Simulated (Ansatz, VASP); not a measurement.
# One calculation of Rh, two programs

```xyz
1
Lattice="2.5509 0.0000 0.0000 0.0000 2.5509 0.0000 0.0000 0.0000 2.5509" Properties=species:S:1:pos:R:3 pbc="T T T"
Rh    0.0000    0.0000    0.0000
```

Alike in both runs: functional revPBE; k mesh 13 × 13 × 13; occupations fermi-dirac, width 0.1 eV; no spin polarisation.

Ansatz relaxed the structure, and its values are those at the end. VASP's run is a single point on that final structure, the one shown.

```csv
,VASP,Ansatz
version,VASP 6.6.1,Ansatz 0.2.0
potentials or method,"VASP PAW PBE potentials, release 64 (Rh_pv), cutoff 520 eV","plane waves (420 eV) with PAW, scalar-relativistic"
valence electrons in the cell,15,17
```

|  | VASP | Ansatz | Ansatz less VASP |
| --- | --- | --- | --- |
| pressure (GPa) | 0.0 | 0.0 | -0.06 |

VASP's potentials were made for PBE, not for revPBE. VASP's potentials hold 15 valence electrons a cell and Ansatz's 17, so a difference there can come from the potentials and not from the codes.
